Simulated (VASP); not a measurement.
# FeO (Wuestite) (Fm-3m) in VASP: single point with LDA

Aim: the single point of FeO (Wuestite) with LDA.

All numbers are computed with VASP 6.6.1; they aren't measurements. Logs are shortened: lines on timing, memory, paths and dates and some standing lists are left out, and cuts for length are marked.

## Step 1: The cell of the first run

It takes space group Fm-3m (No. 225, cubic). Conventional cell: a = 4.185 Å, b = 4.185 Å, c = 4.185 Å, α = 90.00°, β = 90.00°, γ = 90.00°. Within 2.8 Å of Fe (site symmetry m-3m) lie 6 O at 2.09 Å. Within 2.8 Å of O (site symmetry m-3m) lie 6 Fe at 2.09 Å.

## Step 2: Single point, LDA, collinear spin, ferromagnetic start

The input, INCAR:

```
  ALGO = Normal
  EDIFF = 1E-6
  ENCUT = 520
  GGA = CA
  ISIF = 2
  ISMEAR = 0
  ISPIN = 2
  LASPH = T
  LCHARG = T
  LELF = T
  LMAXMIX = 4
  LORBIT = 11
  LREAL = F
  LVHAR = T
  LWAVE = F
  MAGMOM = 3.79 0.35
  NBANDS = 18
  NELM = 150
  PREC = Accurate
  SIGMA = 0.1
```

The input, KPOINTS:

```
k-points
0
Gamma
  18 18 18
```

The input, POSCAR:

```
FeO
1.0
    1.4797235243      0.8543187751      2.4164225784
   -1.4797235243      0.8543187751      2.4164225784
    0.0000000000     -1.7086375501      2.4164225784
Fe O
1 1
Direct
    0.0000000000      0.0000000000      0.0000000000
    0.5000000000      0.5000000000      0.5000000000
```

Potentials or basis: VASP PAW LDA potentials, release 64 (Fe, O).

Run with:

```console
$ cat potpaw_LDA.64/Fe/POTCAR potpaw_LDA.64/O/POTCAR > POTCAR
$ mpirun -np 1 vasp_std > vasp.out
```

OUTCAR:

```text
EDIFF = 1E-6
   ENCUT = 520
   GGA = CA
   ISIF = 2
   ISMEAR = 0
   ISPIN = 2
   LASPH = T
   LORBIT = 11
   LREAL = F
   NELM = 150
   PREC = Accurate

 ion  position               nearest neighbor table
   1  0.000  0.000  0.000-   2 2.09   2 2.09   2 2.09   2 2.09   2 2.09   2 2.09
   2  0.500  0.500  0.500-   1 2.09   1 2.09   1 2.09   1 2.09   1 2.09   1 2.09

  LATTYP: Found a trigonal (rhomboedric) cell.
 ALAT       =     2.9594831230
 COS(alpha) =     0.5000121894

  Lattice vectors:

 A1 = (   1.4797235243,   0.8543187751,   2.4164225784)
 A2 = (  -1.4797235243,   0.8543187751,   2.4164225784)
 A3 = (   0.0000000000,  -1.7086375501,   2.4164225784)

Analysis of symmetry for initial positions (statically):
=====================================================================
 Subroutine PRICEL returns:
 Original cell was already a primitive cell.

 Routine SETGRP: Setting up the symmetry group for a
 trigonal (rhombohedral) supercell.

 Subroutine GETGRP returns: Found 12 space group operations
 (whereof 12 operations were pure point group operations)
 out of a pool of 12 trial point group operations.

The static configuration has the point symmetry D_3d.

Analysis of symmetry for dynamics (positions and initial velocities):
=====================================================================
 Subroutine PRICEL returns:
 Original cell was already a primitive cell.

 Routine SETGRP: Setting up the symmetry group for a
 trigonal (rhombohedral) supercell.

 Subroutine GETGRP returns: Found 12 space group operations
 (whereof 12 operations were pure point group operations)
 out of a pool of 12 trial point group operations.

The dynamic configuration has the point symmetry D_3d.

Analysis of structural, dynamic, and magnetic symmetry:
=====================================================================
 Subroutine PRICEL returns:
 Original cell was already a primitive cell.

 Routine SETGRP: Setting up the symmetry group for a
 trigonal (rhombohedral) supercell.

 Subroutine GETGRP returns: Found 12 space group operations
 (whereof 12 operations were pure point group operations)
 out of a pool of 12 trial point group operations.

The overall configuration has the point symmetry D_3d.

 Subroutine INISYM returns: Found 12 space group operations
 (whereof 12 operations are pure point group operations),
 and found     1 'primitive' translations

----------------------------------------------------------------------------------------

                                     Primitive cell

  volume of cell :      18.3284

  direct lattice vectors                    reciprocal lattice vectors
     1.479723524  0.854318775  2.416422578     0.337900960  0.195087210  0.137944967
    -1.479723524  0.854318775  2.416422578    -0.337900960  0.195087210  0.137944967
     0.000000000 -1.708637550  2.416422578     0.000000000 -0.390174421  0.137944967

  length of vectors
     2.959483123  2.959483123  2.959483123     0.413841628  0.413841628  0.413841628

  position of ions in fractional coordinates (direct lattice)
     0.000000000  0.000000000  0.000000000
     0.500000000  0.500000000  0.500000000

  ion indices of the primitive-cell ions
   primitive index   ion index
                 1           1
                 2           2

----------------------------------------------------------------------------------------

 KPOINTS: k-points

Automatic generation of k-mesh.
 Grid dimensions read from file:
 generate k-points for:   18   18   18

 Generating k-lattice:

  Cartesian coordinates                     Fractional coordinates (reciprocal lattice)
     0.018772276  0.010838178  0.007663609     0.055555556  0.000000000  0.000000000
    -0.018772276  0.010838178  0.007663609     0.000000000  0.055555556  0.000000000
     0.000000000 -0.021676357  0.007663609     0.000000000  0.000000000  0.055555556

  Length of vectors
     0.022991202  0.022991202  0.022991202

  Shift w.r.t. Gamma in fractional coordinates (k-lattice)
     0.000000000  0.000000000  0.000000000

 Subroutine IBZKPT returns following result:
 ===========================================

 Found    580 irreducible k-points:

 Following reciprocal coordinates:
            Coordinates               Weight
  0.000000  0.000000  0.000000      1.000000
  0.055556  0.000000 -0.000000      6.000000
  0.055556  0.055556  0.055556      2.000000
  0.111111  0.000000 -0.000000      6.000000
  0.111111  0.111111  0.111111      2.000000
  0.166667  0.000000  0.000000      6.000000
[... 16 lines left out ...]
  0.111111  0.055556  0.111111      6.000000
  0.166667  0.055556 -0.000000     12.000000
 [... further k-points ...]
   k-points           NKPTS =    580   k-points in BZ     NKDIM =    580   number of bands    NBANDS=     18
   number of dos      NEDOS =    301   number of ions     NIONS =      2
   total plane-waves  NPLWV =  13824
   dimension x,y,z NGX =    24 NGY =   24 NGZ =   24
   dimension x,y,z NGXF=    48 NGYF=   48 NGZF=   48
   ions per type =               1   1
   NGX,Y,Z   is equivalent  to a cutoff of  13.48, 13.48, 13.48 a.u.
   NGXF,Y,Z  is equivalent  to a cutoff of  26.96, 26.96, 26.96 a.u.
 SYSTEM =  unknown system
   PREC   = accura    normal or accurate (medium, high low for compatibility)
   ISTART =      0    job   : 0-new  1-cont  2-samecut
   ICHARG =      2    charge: 1-file 2-atom 10-const
   ISPIN  =      2    spin polarized calculation?
   LNONCOLLINEAR =      F non collinear calculations
   LSORBIT =      F    spin-orbit coupling
   LASPH  =      T    aspherical Exc in radial PAW
   ENCUT  =  520.0 eV  38.22 Ry    6.18 a.u.   5.50  5.50  5.50*2*pi/ulx,y,z
   NELM   =    150;   NELMIN=  2; NELMDL= -5     # of ELM steps
   EDIFF  = 0.1E-05   stopping-criterion for ELM
   LREAL  =      F    real-space projection
   EDIFFG = 0.1E-04   stopping-criterion for IOM
   NSW    =      0    number of steps for IOM
   IBRION =     -1    ionic relax: 0-MD 1-quasi-New 2-CG
   NFREE  =      0    steps in history (QN), initial steepest desc. (CG)
   ISIF   =      2    stress and relaxation
   ISYM   =      2    0-nonsym 1-usesym 2-fastsym
   POTIM  = 0.5000    time-step for ionic-motion
   TEBEG  =    0.0;   TEEND  =   0.0 temperature during run
   PSTRESS=    0.0 pullay stress
   NELECT =      14.0000    total number of electrons
   NUPDOWN=      -1.0000    fix difference up-down
   EMIN   =  10.00;   EMAX   =-10.00  energy-range for DOS
   EFERMI =   0.00;   METHOD = LEGACY
   ISMEAR =     0;   SIGMA  =   0.10  broadening in eV -4-tet -1-fermi 0-gaus
   EFERMI_NEDOS =   21; number of points for ismear=-14 and -15
   IALGO  =     38    algorithm
   IMIX   =      4    mixing-type and parameters
     AMIX     =   0.40;   BMIX     =  1.00
     AMIX_MAG =   1.60;   BMIX_MAG =  1.00
  volume/ion in A,a.u.               =       9.16        61.84
  Fermi-wavevector in a.u.,A,eV,Ry     =   1.496497  2.827970 30.470306  2.239504
  Thomas-Fermi vector in A             =   2.608506
   LORBIT       =     11    0 simple, 1 ext, 2 COOP (PROOUT), +10 PAW based schemes
   GGA     = CA    functional components
   LHFCALC =     F    Hartree Fock is set to
   AEXX    =    0.0000 exact exchange contribution
   IVDW    =     0    specifies the selected vdW correction
   LEPSILON=     F    determine dielectric tensor
   LRPA    =     F    only Hartree local field effects (RPA)
 spin polarized calculation
 Gauss-broadening in eV      SIGMA  =   0.10
  energy-cutoff  :      520.00
  volume of cell :       18.33
 maximum number of plane-waves:       531
 NGX is ok and might be reduce to    24
   NGX = 11   NGY = 11   NGZ = 11

 number of electron      14.0000006 magnetization       3.7496388

 Free energy of the ion-electron system (eV)
  ---------------------------------------------------
  ext. energy  EPLUGINS =         0.00000000
  ---------------------------------------------------
  free energy    TOTEN  =       -16.49346375 eV

  energy without entropy =      -16.48355436  energy(sigma->0) =      -16.48850906

 E-fermi :   6.8590     XC(G=0): -13.1197

 val. band max:        6.8588191547   @ k =  -0.3889   0.2222   0.0556
 cond. band min:       6.8623243458   @ k =  -0.3333   0.3333   0.5000
 fundamental gap:      0.0035051911
 Fermi energy:         6.8590462606

 spin component 1

 k-point     1 :       0.0000    0.0000    0.0000
  band No.  band energies     occupation
      1     -14.3427      1.00000
      2       2.7250      1.00000
      3       2.7251      1.00000
      4       2.7251      1.00000
      5       3.2142      1.00000
      6       3.2143      1.00000
[... 10 lines left out ...]
     17      29.1572      0.00000
     18      31.7531      0.00000
[... 463 lines left out ...]
 k-point    24 :       0.1667    0.0556   -0.0000
  band No.  band energies     occupation
      1     -14.0581      1.00000
      2       0.7782      1.00000
      3       1.5310      1.00000
      4       1.6674      1.00000
      5       3.3045      1.00000
      6       3.5511      1.00000
[... 10 lines left out ...]
     17      31.5865      0.00000
     18      34.1954      0.00000

 [... further k-points ...]

 spin component 2

 k-point     1 :       0.0000    0.0000    0.0000
  band No.  band energies     occupation
      1     -13.8172      1.00000
      2       3.2810      1.00000
      3       3.2811      1.00000
      4       3.2811      1.00000
      5       5.9067      1.00000
      6       5.9068      1.00000
[... 10 lines left out ...]
     17      30.4084      0.00000
     18      32.8919      0.00000
[... 463 lines left out ...]
 k-point    24 :       0.1667    0.0556   -0.0000
  band No.  band energies     occupation
      1     -13.5310      1.00000
      2       1.6352      1.00000
      3       2.5566      1.00000
      4       2.6666      1.00000
      5       5.9527      1.00000
      6       6.3506      1.00000
[... 10 lines left out ...]
     17      32.6974      0.00000
     18      35.3698      0.00000

 [... further k-points ...]
[... 5 lines left out ...]
  --------------------------------------------------------------------------------------
  -------------------------------------------------------------------------------------
  Total       -0.1934656     -0.1934656     -0.1935475      0.0000000     -0.0000000      0.0000000
  in kB      -16.9117962    -16.9117962    -16.9189498      0.0000000     -0.0000000      0.0000000
  external PRESSURE =     -16.9141807 kB  Pullay stress =       0.0000000 kB

 VOLUME and BASIS-vectors are now :
 -----------------------------------------------------------------------------
  energy-cutoff  :      520.00
  volume of cell :       18.33
      direct lattice vectors                 reciprocal lattice vectors
     1.479723524  0.854318775  2.416422578     0.337900960  0.195087210  0.137944967
    -1.479723524  0.854318775  2.416422578    -0.337900960  0.195087210  0.137944967
     0.000000000 -1.708637550  2.416422578     0.000000000 -0.390174421  0.137944967

 POSITION                                       TOTAL-FORCE (eV/Angst)
 -----------------------------------------------------------------------------------
      0.00000      0.00000      0.00000         0.000000      0.000000      0.000000
      0.00000      0.00000      3.62463         0.000000     -0.000000     -0.000000
 -----------------------------------------------------------------------------------
    total drift:                               -0.000000      0.000000     -0.000000

  FREE ENERGIE OF THE ION-ELECTRON SYSTEM (eV)
  ---------------------------------------------------
  free  energy   TOTEN  =       -16.4934637542 eV

  energy  without entropy=      -16.4835543584  energy(sigma->0) =      -16.48850906

 total charge

# of ion       s       p       d       tot
------------------------------------------
    1        0.318   0.426   6.200   6.943
    2        1.547   3.445   0.000   4.992
--------------------------------------------------
tot          1.864   3.871   6.200  11.935

 magnetization (x)

# of ion       s       p       d       tot
------------------------------------------
    1        0.025   0.023   3.334   3.382
    2        0.033   0.245   0.000   0.277
--------------------------------------------------
tot          0.058   0.268   3.334   3.660
```

Wall time 4.4 min (1 thread of AMD EPYC 9R45 (Zen 5), shared host); peak memory 0.35 GiB.

Results:

* Free energy: -16.4935 eV
* Pressure: -1.7 GPa
* Net moment: 3.75 μB per cell
* Site moments: Fe +3.38; O +0.28 μB
* Valence electrons inside the program's atomic spheres: Fe 6.94; O 4.99

Levels at points of the mesh, in eV from the Fermi level:
Spin up:
| k point | band 7 | band 8 | band 9 | band 10 | band 11 | band 12 |
| --- | --- | --- | --- | --- | --- | --- |
| (0.00, 0.00, 0.00) | -3.64 | -3.31 | -3.31 | 0.77 | 15.70 | 17.78 |
| (0.50, 0.00, 0.00) | -2.06 | 0.25 | 0.25 | 4.35 | 9.36 | 13.16 |
| (0.50, 0.50, 0.50) | -2.06 | 0.25 | 0.25 | 4.35 | 9.36 | 13.16 |
| (0.50, 0.50, 0.00) | -2.30 | -2.30 | -2.12 | 6.03 | 9.29 | 11.32 |
Spin down:
| k point | band 2 | band 3 | band 4 | band 5 | band 6 | band 7 | band 8 | band 9 |
| --- | --- | --- | --- | --- | --- | --- | --- | --- |
| (0.00, 0.00, 0.00) | -3.58 | -3.58 | -3.58 | -0.95 | -0.95 | -0.95 | -0.16 | -0.16 |
| (0.50, 0.00, 0.00) | -8.75 | -5.79 | -5.79 | 0.37 | 0.37 | 0.62 | 2.89 | 2.89 |
| (0.50, 0.50, 0.50) | -8.75 | -5.79 | -5.79 | 0.37 | 0.37 | 0.62 | 2.89 | 2.89 |
| (0.50, 0.50, 0.00) | -7.49 | -4.85 | -4.85 | -2.54 | 0.46 | 0.78 | 0.78 | 1.11 |

Caveat: a cell with one magnetic atom can't hold antiferromagnetic order, which such compounds often take; semilocal functionals often make such compounds metallic where correlation or magnetic order opens a gap, which also shifts bond lengths. With open d or f shells a metallic result of LDA can be an artefact of self-interaction; +U or a hybrid may open a gap.
